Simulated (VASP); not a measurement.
# LiNbO3 (P6/mmm) in VASP: relaxation of cell and atoms with PBE

Aim: the relaxation of cell and atoms of LiNbO3 with PBE.

All numbers are computed with VASP 6.6.1; they aren't measurements. Logs are shortened: lines on timing, memory, paths and dates and some standing lists are left out, and cuts for length are marked.

## 1. The cell of the first run

The structure is hexagonal, space group P6/mmm (No. 191). The conventional cell has a = 3.331 Å, b = 3.331 Å, c = 5.872 Å, α = 90.00°, β = 90.00°, γ = 120.00°. Within 3.9 Å of Li (site symmetry 6/mmm) lie 2 Nb at 2.94 Å and 6 Li at 3.33 Å and 12 O at 3.38 Å. Nb (site symmetry 6/mmm) has 6 O at 1.67 Å within 2.2 Å. Within 2.2 Å of O (site symmetry mmm) lie 2 Nb at 1.67 Å and 4 O at 1.67 Å.

The cell was built from a structure type or drawn by symmetry, and may not be a known phase.

## 2. Relaxation of cell and atoms, PBE

Input file INCAR:

```
ALGO     = Normal         # electronic algorithm
EDIFF    = 1E-7           # SCF threshold, eV
EDIFFG   = -0.04          # ionic threshold
ENCUT    = 910            # plane-wave cutoff, eV
GGA      = PE             # functional
GGA_COMPAT= F            
IBRION   = 2              # ionic algorithm
ISIF     = 3              # what is computed and relaxed
ISMEAR   = 0              # smearing method
LASPH    = T              # aspherical terms in the spheres
LCHARG   = F              # write CHGCAR
LREAL    = F              # projectors in reciprocal space
LWAVE    = F              # write WAVECAR
NELM     = 120            # most SCF steps
NELMIN   = 4            
NSW      = 90             # ionic steps
PREC     = Accurate       # precision mode
SIGMA    = 0.1            # smearing width, eV
```

Input file KPOINTS:

```
k-points
0
Gamma
  6 6 4
```

Input file POSCAR:

```
LiNbO3
1.0
    3.3312207500      0.0000000000      0.0000000000
   -1.6656103800      2.8849218000      0.0000000000
    0.0000000000      0.0000000000      5.8716889900
Li Nb O
1 1 3
Direct
    0.0000000000      0.0000000000      0.0000000000
    0.0000000000      0.0000000000      0.5000000000
    0.5000000000      0.0000000000      0.5000000000
    0.0000000000      0.5000000000      0.5000000000
    0.5000000000      0.5000000000      0.5000000000
```

Potentials or basis: VASP PAW PBE potentials, release 64 (Li_sv, Nb_sv, O_h).

Run with:

```
> cat potpaw_PBE.64/Li_sv/POTCAR potpaw_PBE.64/Nb_sv/POTCAR potpaw_PBE.64/O_h/POTCAR > POTCAR
> mpirun -np 1 vasp_std > vasp.out
```

OUTCAR:

```text
EDIFF = 1E-7
   EDIFFG = -0.04
   ENCUT = 910
   GGA = PE
   IBRION = 2
   ISIF = 3
   ISMEAR = 0
   LASPH = T
   LREAL = F
   NELM = 120
   NELMIN = 4
   NSW = 90
   PREC = Accurate

 ion  position               nearest neighbor table
   1  0.000  0.000  0.000-
   2  0.000  0.000  0.500-   3 1.67   3 1.67   5 1.67   5 1.67   4 1.67   4 1.67
   3  0.500  0.000  0.500-   2 1.67   2 1.67
   4  0.000  0.500  0.500-   2 1.67   2 1.67
   5  0.500  0.500  0.500-   2 1.67   2 1.67

  LATTYP: Found a hexagonal cell.
 ALAT       =     3.3312207500
 C/A-ratio  =     1.7626238039

  Lattice vectors:

 A1 = (   3.3312207500,   0.0000000000,   0.0000000000)
 A2 = (  -1.6656103800,   2.8849218000,   0.0000000000)
 A3 = (   0.0000000000,   0.0000000000,   5.8716889900)

Analysis of symmetry for initial positions (statically):
=====================================================================
 Subroutine PRICEL returns:
 Original cell was already a primitive cell.

 Routine SETGRP: Setting up the symmetry group for a
 hexagonal supercell.

 Subroutine GETGRP returns: Found 24 space group operations
 (whereof 24 operations were pure point group operations)
 out of a pool of 24 trial point group operations.

The static configuration has the point symmetry D_6h.

Analysis of symmetry for dynamics (positions and initial velocities):
=====================================================================
 Subroutine PRICEL returns:
 Original cell was already a primitive cell.

 Routine SETGRP: Setting up the symmetry group for a
 hexagonal supercell.

 Subroutine GETGRP returns: Found 24 space group operations
 (whereof 24 operations were pure point group operations)
 out of a pool of 24 trial point group operations.

The dynamic configuration has the point symmetry D_6h.

 Subroutine INISYM returns: Found 24 space group operations
 (whereof 24 operations are pure point group operations),
 and found     1 'primitive' translations

----------------------------------------------------------------------------------------

                                     Primitive cell

  volume of cell :      56.4288

  direct lattice vectors                    reciprocal lattice vectors
     3.331220750  0.000000000  0.000000000     0.300190253  0.173314924  0.000000000
    -1.665610380  2.884921800  0.000000000     0.000000000  0.346629846  0.000000000
     0.000000000  0.000000000  5.871688990     0.000000000  0.000000000  0.170308748

  length of vectors
     3.331220750  3.331220757  5.871688990     0.346629847  0.346629846  0.170308748

  position of ions in fractional coordinates (direct lattice)
[... 70 lines left out ...]
   NGXF,Y,Z  is equivalent  to a cutoff of  35.93, 35.93, 33.98 a.u.
 SYSTEM =  unknown system
   PREC   = accura    normal or accurate (medium, high low for compatibility)
   ISTART =      0    job   : 0-new  1-cont  2-samecut
   ICHARG =      2    charge: 1-file 2-atom 10-const
   ISPIN  =      1    spin polarized calculation?
   LNONCOLLINEAR =      F non collinear calculations
   LSORBIT =      F    spin-orbit coupling
   LASPH  =      T    aspherical Exc in radial PAW
   ENCUT  =  910.0 eV  66.88 Ry    8.18 a.u.   8.19  8.19 14.44*2*pi/ulx,y,z
   NELM   =    120;   NELMIN=  4; NELMDL= -5     # of ELM steps
   EDIFF  = 0.1E-06   stopping-criterion for ELM
   LREAL  =      F    real-space projection
   EDIFFG = -.4E-01   stopping-criterion for IOM
   NSW    =     90    number of steps for IOM
   IBRION =      2    ionic relax: 0-MD 1-quasi-New 2-CG
   NFREE  =      1    steps in history (QN), initial steepest desc. (CG)
   ISIF   =      3    stress and relaxation
   ISYM   =      2    0-nonsym 1-usesym 2-fastsym
   POTIM  = 0.5000    time-step for ionic-motion
   TEBEG  =    0.0;   TEEND  =   0.0 temperature during run
   PSTRESS=    0.0 pullay stress
   NELECT =      34.0000    total number of electrons
   NUPDOWN=      -1.0000    fix difference up-down
   EMIN   =  10.00;   EMAX   =-10.00  energy-range for DOS
   EFERMI =   0.00;   METHOD = LEGACY
   ISMEAR =     0;   SIGMA  =   0.10  broadening in eV -4-tet -1-fermi 0-gaus
   EFERMI_NEDOS =   21; number of points for ismear=-14 and -15
   IALGO  =     38    algorithm
   IMIX   =      4    mixing-type and parameters
     AMIX     =   0.40;   BMIX     =  1.00
     AMIX_MAG =   1.60;   BMIX_MAG =  1.00
  volume/ion in A,a.u.               =      11.29        76.16
  Fermi-wavevector in a.u.,A,eV,Ry     =   1.382720  2.612962 26.013184  1.911915
  Thomas-Fermi vector in A             =   2.507385
   LORBIT       =      0    0 simple, 1 ext, 2 COOP (PROOUT), +10 PAW based schemes
   GGA     = PE    functional components
   LHFCALC =     F    Hartree Fock is set to
   AEXX    =    0.0000 exact exchange contribution
   IVDW    =     0    specifies the selected vdW correction
   LEPSILON=     F    determine dielectric tensor
   LRPA    =     F    only Hartree local field effects (RPA)
 conjugate gradient relaxation of ions
 non-spin polarized calculation
 Gauss-broadening in eV      SIGMA  =   0.10
  energy-cutoff  :      910.00
  volume of cell :       56.43
 maximum number of plane-waves:      3548
 NGX is ok and might be reduce to    36
   NGX = 17   NGY = 17   NGZ = 29

--------------------------------------- Ionic step        1  -------------------------------------------

 number of electron      33.9999998 magnetization

 Free energy of the ion-electron system (eV)
  ---------------------------------------------------
  ext. energy  EPLUGINS =         0.00000000
  ---------------------------------------------------
  free energy    TOTEN  =       -10.70720806 eV

  energy without entropy =      -10.69590427  energy(sigma->0) =      -10.70155617

 E-fermi :   7.2861     XC(G=0): -10.0514

 val. band max:        7.2235062299   @ k =   0.1667   0.0000   0.2500
 cond. band min:       7.3007115555   @ k =   0.1667   0.1667   0.2500
 fundamental gap:      0.0772053256
 Fermi energy:         7.2860865894
[... 1123 lines left out ...]
  FREE ENERGIE OF THE ION-ELECTRON SYSTEM (eV)
  ---------------------------------------------------
  free  energy   TOTEN  =       -25.4058521488 eV

  energy  without entropy=      -25.3857766602  energy(sigma->0) =      -25.39581440

[... ionic steps 4 to 9 ...]

--------------------------------------- Ionic step       10  -------------------------------------------

 number of electron      34.0000006 magnetization

------------------------ aborting loop because EDIFF is reached ----------------------------------------
[... 73 lines left out ...]
--------------------------------------- Ionic step       12  -------------------------------------------

 number of electron      34.0000006 magnetization

 Free energy of the ion-electron system (eV)
  ---------------------------------------------------
  ext. energy  EPLUGINS =         0.00000000
  ---------------------------------------------------
  free energy    TOTEN  =       -29.05852425 eV

  energy without entropy =      -29.04300627  energy(sigma->0) =      -29.05076526

 E-fermi :   4.0912     XC(G=0):  -8.6298

 val. band max:        3.9849130942   @ k =   0.0000   0.0000   0.0000
 cond. band min:       4.1378004986   @ k =   0.3333   0.1667   0.5000
 fundamental gap:      0.1528874045
 Fermi energy:         4.0912375859
[... 534 lines left out ...]
  FREE ENERGIE OF THE ION-ELECTRON SYSTEM (eV)
  ---------------------------------------------------
  free  energy   TOTEN  =       -29.0585242519 eV

  energy  without entropy=      -29.0430062675  energy(sigma->0) =      -29.05076526

 reached required accuracy - stopping structural energy minimisation
```

OSZICAR:

```text
N       E                     dE             d eps       ncg     rms          rms(c)
DAV:   1     0.625872782125E+03    0.62587E+03   -0.24614E+04   882   0.251E+03
DAV:   2     0.803476101556E+02   -0.54553E+03   -0.52135E+03  1093   0.689E+02
DAV:   3    -0.768089398143E+01   -0.88029E+02   -0.81919E+02  1428   0.218E+02
[... 219 lines left out ...]
DAV:   6    -0.290585225477E+02   -0.12748E-04   -0.83255E-05  1684   0.616E-02    0.174E-02
DAV:   7    -0.290585238817E+02   -0.13341E-05   -0.81039E-06  1157   0.211E-02    0.436E-03
DAV:   8    -0.290585241302E+02   -0.24847E-06   -0.57294E-07  1376   0.579E-03    0.205E-03
DAV:   9    -0.290585242321E+02   -0.10192E-06   -0.68156E-08   599   0.233E-03    0.363E-04
DAV:  10    -0.290585242519E+02   -0.19802E-07   -0.16463E-08   501   0.138E-03
  12 F= -.29058524E+02 E0= -.29050765E+02  d E =-.236965E-03
```

It took 8.2 min on 1 thread of Intel Xeon 6975P-C (Granite Rapids), shared host; peak memory 0.32 GiB.

What came out:

```
Free energy                           : -29.0585 eV
Relaxed volume                        : 15.78 Å³/atom
Relaxed cell                          : a = 4.089 Å, b = 4.089 Å, c = 5.452 Å, α = 90.00°, β = 90.00°, γ = 120.00°
Space group after relaxing (to 0.1 Å) : P6/mmm (No. 191)
Pressure after relaxing               : 0.0 GPa
Band gap on the k mesh                : zero (bands 17 and 18 overlap by 0.80 eV)
```

Final structure:
```
Li Nb O
1.0
     4.08856    0.00000    0.00000
    -2.04428    3.54080    0.00000
     0.00000    0.00000    5.45179
Li Nb O
1 1 3
Direct
  0.00000 0.00000 0.00000
  0.00000 0.00000 0.50000
  0.50000 0.00000 0.50000
  0.00000 0.50000 0.50000
  0.50000 0.50000 0.50000
```

Caveat: the k points lie up to 0.30 Å⁻¹ apart in the final cell, too coarse for converged energies and pressures of a metal; the cutoff is under 1.25 times the usual one of these potentials, so pressure, stress and relaxed cells hold a basis-set (Pulay) error; the volume moved by over 15 % at a fixed basis, so the end points are rough.
